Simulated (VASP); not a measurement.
Set up this calculation in VASP 6.6.1, as the native input.

- Task: single point
- Functional: PBE
- Potentials or basis: VASP PAW PBE potentials, release 64 (Mg, F)
- Cutoff: 520 eV
- k mesh: 3 × 2 × 3
- Occupations: fermi-dirac, width 0.05 eV
- Spin: no spin polarisation
- Dipole correction: no
- Further INCAR settings: ALGO = Normal; EDIFF = 1e-07; NBANDS = 28

The structure of Mg12F (a cell with a defect) lies in POSCAR:

```
Mg12F
1.0
    6.4200000000      0.0000000000      0.0000000000
   -4.8150000000      8.3398250000      0.0000000000
    0.0000000000      0.0000000000      5.2130400000
Mg F
12 1
Direct
    0.0156282400     -0.0068466664     -0.0256280405
    0.1329678513      0.2136975296      0.5790287433
    0.0160087112      0.3171289565      0.0826964689
    0.1443517006      0.5515343547      0.4939536240
   -0.0304617221      0.6599658866     -0.0110875804
    0.1448304982      0.8929204150      0.4721812992
    0.4854307770      0.0065349093      0.0270475577
    0.6437904025      0.2352927070      0.5745208170
    0.4815188096      0.3154622549      0.0054095115
    0.6453293298      0.5438243608      0.5445191290
    0.5487062666      0.6709853024      0.0742177309
    0.6873866526      0.8937117985      0.5375941869
    0.4411417805      0.8279190511     -0.2033554318
```

These files were run (other wordings do the same):

INCAR

```
  PREC = Accurate
  ENCUT = 520
  EDIFF = 1E-7
  ISMEAR = -1
  SIGMA = 0.05
  LREAL = False
  LASPH = True
  NELM = 80
  ALGO = Normal
  ISIF = 2
  LWAVE = False
  LCHARG = False
  GGA = PE
  NBANDS = 28
```

KPOINTS

```
regular mesh
0
Gamma
  3 2 3
```

Potentials or basis: VASP PAW PBE potentials, release 64 (Mg, F).

The run is started by

```console
$ cat potpaw_PBE.64/Mg/POTCAR potpaw_PBE.64/F/POTCAR > POTCAR
$ mpirun -np 1 vasp_std > vasp.out
```

Results of the run:

```json
{
 "Pressure": "2.4 GPa",
 "Largest force": "1.104 eV/Å",
 "Band gap on the k mesh": "zero (an odd number of electrons rules out a gap without spin polarisation)"
}
```

Caveat: the k points lie up to 0.40 Å⁻¹ apart, too coarse for converged energies and pressures of a metal; the atoms stand as in a frame of molecular dynamics; an odd number of electrons without spin polarisation forces a metal; a magnetic or distorted state may lie lower.

Wall time 82 s on 1 thread of Intel(R) Xeon(R) Platinum 8488C (Sapphire Rapids), on a shared host, peak memory 0.35 GiB.
